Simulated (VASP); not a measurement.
# S (Fm-3m) in VASP: notebook

S is run at these levels: PBE; tasks: single point, relaxation of cell and atoms.

All numbers are computed with VASP 6.6.1; they aren't measurements. Logs are shortened: lines on timing, memory, paths and dates and some standing lists are left out, and cuts for length are marked.

### Step 1. The cell of the first run

Symmetry: Fm-3m, No. 225, cubic system. Conventional cell: a = 3.954 Å, b = 3.954 Å, c = 3.954 Å, α = 90.00°, β = 90.00°, γ = 90.00°. Within 3.7 Å of S (site symmetry m-3m) lie 12 S at 2.80 Å.

### Step 2. Single point, PBE

The input, INCAR:

```
PREC     = Accurate       # precision mode
ENCUT    = 520            # plane-wave cutoff, eV
EDIFF    = 1E-6           # SCF threshold, eV
ISMEAR   = -1             # smearing method
SIGMA    = 0.08           # smearing width, eV
LREAL    = False          # projectors in reciprocal space
LASPH    = True           # aspherical terms in the spheres
NELM     = 60             # most SCF steps
ALGO     = Normal         # electronic algorithm
ISIF     = 2              # what is computed and relaxed
LWAVE    = False          # write WAVECAR
LCHARG   = False          # write CHGCAR
GGA      = PE             # functional
NBANDS   = 9              # bands
```

The input, KPOINTS:

```
regular mesh
0
Gamma
  16 16 16
```

The input, POSCAR:

```
S
1.0
    0.0000000000      1.9769062630      1.9769062630
    1.9769062630      0.0000000000      1.9769062630
    1.9769062630      1.9769062630      0.0000000000
S
1
Direct
    0.0000000000      0.0000000000      0.0000000000
```

Potentials or basis: VASP PAW PBE potentials, release 64 (S).

Started as:

```
$ cat potpaw_PBE.64/S/POTCAR > POTCAR
$ mpirun -np 1 vasp_std > vasp.out
```

OUTCAR:

```text
PREC = Accurate
   ENCUT = 520
   EDIFF = 1E-6
   ISMEAR = -1
   LREAL = False
   LASPH = True
   NELM = 60
   ISIF = 2
   GGA = PE

 ion  position               nearest neighbor table
   1  0.000  0.000  0.000-

  LATTYP: Found a face centered cubic cell.
 ALAT       =     3.9538125260

  Lattice vectors:

 A1 = (   0.0000000000,   1.9769062630,   1.9769062630)
 A2 = (   1.9769062630,   0.0000000000,   1.9769062630)
 A3 = (   1.9769062630,   1.9769062630,   0.0000000000)

Analysis of symmetry for initial positions (statically):
=====================================================================
 Subroutine PRICEL returns:
 Original cell was already a primitive cell.

 Routine SETGRP: Setting up the symmetry group for a
 face centered cubic supercell.

 Subroutine GETGRP returns: Found 48 space group operations
 (whereof 48 operations were pure point group operations)
 out of a pool of 48 trial point group operations.

The static configuration has the point symmetry O_h .

Analysis of symmetry for dynamics (positions and initial velocities):
=====================================================================
 Subroutine PRICEL returns:
 Original cell was already a primitive cell.

 Routine SETGRP: Setting up the symmetry group for a
 face centered cubic supercell.

 Subroutine GETGRP returns: Found 48 space group operations
 (whereof 48 operations were pure point group operations)
 out of a pool of 48 trial point group operations.

The dynamic configuration has the point symmetry O_h .

 Subroutine INISYM returns: Found 48 space group operations
 (whereof 48 operations are pure point group operations),
 and found     1 'primitive' translations

----------------------------------------------------------------------------------------

                                     Primitive cell

  volume of cell :      15.4521

  direct lattice vectors                    reciprocal lattice vectors
     0.000000000  1.976906263  1.976906263    -0.252920439  0.252920439  0.252920439
     1.976906263  0.000000000  1.976906263     0.252920439 -0.252920439  0.252920439
     1.976906263  1.976906263  0.000000000     0.252920439  0.252920439 -0.252920439

  length of vectors
     2.795767649  2.795767649  2.795767649     0.438071051  0.438071051  0.438071051

  position of ions in fractional coordinates (direct lattice)
     0.000000000  0.000000000  0.000000000

  ion indices of the primitive-cell ions
   primitive index   ion index
                 1           1

----------------------------------------------------------------------------------------

 KPOINTS: regular mesh

Automatic generation of k-mesh.
 Grid dimensions read from file:
 generate k-points for:   16   16   16

 Generating k-lattice:

  Cartesian coordinates                     Fractional coordinates (reciprocal lattice)
    -0.015807527  0.015807527  0.015807527     0.062500000  0.000000000  0.000000000
     0.015807527 -0.015807527  0.015807527     0.000000000  0.062500000  0.000000000
     0.015807527  0.015807527 -0.015807527     0.000000000  0.000000000  0.062500000

  Length of vectors
     0.027379441  0.027379441  0.027379441

  Shift w.r.t. Gamma in fractional coordinates (k-lattice)
     0.000000000  0.000000000  0.000000000

 Subroutine IBZKPT returns following result:
 ===========================================

 Found    145 irreducible k-points:

 Following reciprocal coordinates:
            Coordinates               Weight
  0.000000  0.000000  0.000000      1.000000
  0.062500  0.000000  0.000000      8.000000
  0.125000  0.000000  0.000000      8.000000
  0.187500  0.000000  0.000000      8.000000
  0.250000  0.000000  0.000000      8.000000
  0.312500  0.000000  0.000000      8.000000
[... 16 lines left out ...]
 -0.125000  0.062500  0.000000     24.000000
 -0.062500  0.062500  0.000000     12.000000
 [... further k-points ...]
   k-points           NKPTS =    145   k-points in BZ     NKDIM =    145   number of bands    NBANDS=      9
   number of dos      NEDOS =    301   number of ions     NIONS =      1
   total plane-waves  NPLWV =  13824
   dimension x,y,z NGX =    24 NGY =   24 NGZ =   24
   dimension x,y,z NGXF=    48 NGYF=   48 NGZF=   48
   ions per type =               1
   NGX,Y,Z   is equivalent  to a cutoff of  14.27, 14.27, 14.27 a.u.
   NGXF,Y,Z  is equivalent  to a cutoff of  28.54, 28.54, 28.54 a.u.
 SYSTEM =  unknown system
   PREC   = accura    normal or accurate (medium, high low for compatibility)
   ISTART =      0    job   : 0-new  1-cont  2-samecut
   ICHARG =      2    charge: 1-file 2-atom 10-const
   ISPIN  =      1    spin polarized calculation?
   LNONCOLLINEAR =      F non collinear calculations
   LSORBIT =      F    spin-orbit coupling
   LASPH  =      T    aspherical Exc in radial PAW
   ENCUT  =  520.0 eV  38.22 Ry    6.18 a.u.   5.20  5.20  5.20*2*pi/ulx,y,z
   NELM   =     60;   NELMIN=  2; NELMDL= -5     # of ELM steps
   EDIFF  = 0.1E-05   stopping-criterion for ELM
   LREAL  =      F    real-space projection
   EDIFFG = 0.1E-04   stopping-criterion for IOM
   NSW    =      0    number of steps for IOM
   IBRION =     -1    ionic relax: 0-MD 1-quasi-New 2-CG
   NFREE  =      0    steps in history (QN), initial steepest desc. (CG)
   ISIF   =      2    stress and relaxation
   ISYM   =      2    0-nonsym 1-usesym 2-fastsym
   POTIM  = 0.5000    time-step for ionic-motion
   TEBEG  =    0.0;   TEEND  =   0.0 temperature during run
   PSTRESS=    0.0 pullay stress
   NELECT =       6.0000    total number of electrons
   NUPDOWN=      -1.0000    fix difference up-down
   EMIN   =  10.00;   EMAX   =-10.00  energy-range for DOS
   EFERMI =   0.00;   METHOD = LEGACY
   ISMEAR =    -1;   SIGMA  =   0.08  broadening in eV -4-tet -1-fermi 0-gaus
   EFERMI_NEDOS =   21; number of points for ismear=-14 and -15
   IALGO  =     38    algorithm
   IMIX   =      4    mixing-type and parameters
     AMIX     =   0.40;   BMIX     =  1.00
     AMIX_MAG =   1.60;   BMIX_MAG =  1.00
  volume/ion in A,a.u.               =      15.45       104.28
  Fermi-wavevector in a.u.,A,eV,Ry     =   1.194343  2.256982 19.408111  1.426456
  Thomas-Fermi vector in A             =   2.330336
   LORBIT       =      0    0 simple, 1 ext, 2 COOP (PROOUT), +10 PAW based schemes
   GGA     = PE    functional components
   LHFCALC =     F    Hartree Fock is set to
   AEXX    =    0.0000 exact exchange contribution
   IVDW    =     0    specifies the selected vdW correction
   LEPSILON=     F    determine dielectric tensor
   LRPA    =     F    only Hartree local field effects (RPA)
 non-spin polarized calculation
  energy-cutoff  :      520.00
  volume of cell :       15.45
 maximum number of plane-waves:       444
 NGX is ok and might be reduce to    24
   NGX = 11   NGY = 11   NGZ = 11

 number of electron       5.9999999 magnetization

 Free energy of the ion-electron system (eV)
  ---------------------------------------------------
  ext. energy  EPLUGINS =         0.00000000
  ---------------------------------------------------
  free energy    TOTEN  =        -2.83911038 eV

  energy without entropy =       -2.82497946  energy(sigma->0) =       -2.83204492

 E-fermi :   7.8173     XC(G=0): -11.2938

 val. band max:        7.8167043197   @ k =  -0.4375   0.3125   0.0000
 cond. band min:       7.8317077964   @ k =  -0.3750   0.3125   0.0625
 fundamental gap:      0.0150034767
 Fermi energy:         7.8172589816

 k-point     1 :       0.0000    0.0000    0.0000
  band No.  band energies     occupation
      1      -9.1577      2.00000
      2      11.1281      0.00000
      3      11.1281      0.00000
      4      11.1281      0.00000
      5      19.9283      0.00000
      6      19.9283      0.00000
      7      19.9283      0.00000
      8      22.5731      0.00000
      9      25.3693      0.00000

 k-point     2 :       0.0625    0.0000    0.0000
  band No.  band energies     occupation
      1      -9.0628      2.00000
      2      10.5854      0.00000
      3      11.0546      0.00000
      4      11.0546      0.00000
      5      19.7561      0.00000
      6      20.0958      0.00000
      7      20.0958      0.00000
      8      22.8826      0.00000
      9      25.0705      0.00000

 k-point     3 :       0.1250    0.0000    0.0000
  band No.  band energies     occupation
      1      -8.7800      2.00000
      2       9.2079      0.00000
      3      10.8599      0.00000
      4      10.8599      0.00000
      5      19.2925      0.00000
      6      20.4971      0.00000
      7      20.4971      0.00000
      8      23.7602      0.00000
      9      24.4805      0.00000

 k-point     4 :       0.1875    0.0000    0.0000
  band No.  band energies     occupation
      1      -8.3152      2.00000
      2       7.4194      1.98625
      3      10.6015      0.00000
      4      10.6015      0.00000
      5      18.7372      0.00000
      6      20.7758      0.00000
      7      20.7758      0.00000
      8      24.2419      0.00000
      9      24.2449      0.00000
[... 205 lines left out ...]
 k-point    22 :      -0.1875    0.0625    0.0000
  band No.  band energies     occupation
      1      -8.0395      2.00000
      2       6.8044      1.99999
      3       9.7389      0.00000
      4      10.7754      0.00000
      5      18.8009      0.00000
      6      20.7107      0.00000
      7      20.8608      0.00000
      8      23.3077      0.00000
      9      23.9353      0.00000

 k-point    23 :      -0.1250    0.0625    0.0000
  band No.  band energies     occupation
      1      -8.5616      2.00000
      2       8.5955      0.00012
      3      10.0990      0.00000
      4      10.9965      0.00000
      5      19.1855      0.00000
      6      20.5480      0.00000
      7      20.8466      0.00000
      8      23.4481      0.00000
      9      23.6359      0.00000

 k-point    24 :      -0.0625    0.0625    0.0000
  band No.  band energies     occupation
      1      -8.9053      2.00000
      2       9.9808      0.00000
      3      10.5617      0.00000
      4      11.1034      0.00000
      5      19.4932      0.00000
      6      20.1922      0.00000
      7      20.5202      0.00000
      8      23.2856      0.00000
      9      24.2429      0.00000

 [... further k-points ...]
[... 5 lines left out ...]
  --------------------------------------------------------------------------------------
  -------------------------------------------------------------------------------------
  Total        0.2037783      0.2037783      0.2037783      0.0000000      0.0000000     -0.0000000
  in kB       21.1290632     21.1290632     21.1290632      0.0000000      0.0000000     -0.0000000
  external PRESSURE =      21.1290632 kB  Pullay stress =       0.0000000 kB

 VOLUME and BASIS-vectors are now :
 -----------------------------------------------------------------------------
  energy-cutoff  :      520.00
  volume of cell :       15.45
      direct lattice vectors                 reciprocal lattice vectors
     0.000000000  1.976906263  1.976906263    -0.252920439  0.252920439  0.252920439
     1.976906263  0.000000000  1.976906263     0.252920439 -0.252920439  0.252920439
     1.976906263  1.976906263  0.000000000     0.252920439  0.252920439 -0.252920439

 POSITION                                       TOTAL-FORCE (eV/Angst)
 -----------------------------------------------------------------------------------
      0.00000      0.00000      0.00000        -0.000000     -0.000000     -0.000000
 -----------------------------------------------------------------------------------
    total drift:                                0.000000      0.000000     -0.000000

  FREE ENERGIE OF THE ION-ELECTRON SYSTEM (eV)
  ---------------------------------------------------
  free  energy   TOTEN  =        -2.8391103786 eV

  energy  without entropy=       -2.8249794574  energy(sigma->0) =       -2.83204492
```

It took 5.1 s on 1 thread of Intel Xeon 6975P-C (Granite Rapids), shared host; peak memory 0.14 GiB.

What came out:

```
Free energy            : -2.8391 eV
Pressure               : 2.1 GPa
Band gap on the k mesh : zero (band 3 reaches 11.13 eV, above the bottom of band 4 at 5.17 eV)
```

### Step 3. Relaxation of cell and atoms, PBE, target pressure 2.3 GPa, at which the enthalpy is minimised

The input, INCAR:

```
SYSTEM = S
PREC = Accurate ; ENCUT = 600
EDIFF = 1E-6 ; ISMEAR = -1
SIGMA = 0.08 ; LREAL = .False.
LASPH = .True. ; NELM = 80
ALGO = Normal ; ISIF = 3
LWAVE = .False. ; LCHARG = .False.
GGA = PE ; IBRION = 2
NSW = 60 ; EDIFFG = -0.005
PSTRESS = 23.0
```

The input, KPOINTS:

```
regular mesh
0
Gamma
  16 16 16
  0 0 0
```

The input, POSCAR:

```
S
1.0
    0.0000000000      1.9771772317      1.9771772317
    1.9771772317      0.0000000000      1.9771772317
    1.9771772317      1.9771772317      0.0000000000
S
1
Direct
    0.0000000000      0.0000000000      0.0000000000
```

Potentials or basis: VASP PAW PBE potentials, release 64 (S).

Started as:

```
$ cat potpaw_PBE.64/S/POTCAR > POTCAR
$ mpirun -np 1 vasp_std > vasp.out
```

Wall time 7.6 s (1 thread of Intel Xeon 6975P-C (Granite Rapids), shared host); peak memory 0.14 GiB.

The run converged. Its results:

```
Free energy                                            : -2.8389 eV
Relaxed volume                                         : 15.43 Å³/atom
Relaxed cell                                           : a = 2.794 Å, b = 2.794 Å, c = 2.794 Å, α = 60.00°, β = 60.00°, γ = 60.00°
Space group after relaxing (to 0.05 Å)                 : Fm-3m (No. 225)
Energy change on relaxing (the enthalpy is what falls) : +0.4 meV/atom
Ionic steps                                            : 3
Pressure after relaxing                                : 2.3 GPa
Band gap on the k mesh                                 : zero (band 3 reaches 11.16 eV, above the bottom of band 4 at 5.19 eV)
```

Step by step:
```
step  energy change (eV)  largest force (eV/Å)  pressure (GPa)  volume (Å³)
   1              0.0000                0.0000            2.12        15.46
   2              0.0005                0.0000            2.36        15.42
   3              0.0004                0.0000            2.31        15.43
```

Final structure:
```
S
1.0
     0.00000    1.97593    1.97593
     1.97593    0.00000    1.97593
     1.97593    1.97593    0.00000
S
1
Direct
  0.00000 0.00000 0.00000
```

Levels at points of the mesh, in eV from the Fermi level:
| k point | band 1 | band 2 | band 3 | band 4 | band 5 | band 6 | band 7 |
| --- | --- | --- | --- | --- | --- | --- | --- |
| (0.00, 0.00, 0.00) | -16.99 | 3.32 | 3.32 | 3.32 | 12.11 | 12.11 | 12.11 |
| (0.50, 0.00, 0.00) | -12.72 | -7.65 | 1.97 | 1.97 | 9.53 | 11.32 | 11.32 |
| (0.50, 0.50, 0.00) | -11.00 | -6.63 | -0.86 | -0.86 | 5.31 | 5.77 | 22.08 |

Caveat: the cell is relaxed towards a set pressure, so the enthalpy falls and the energy may rise.
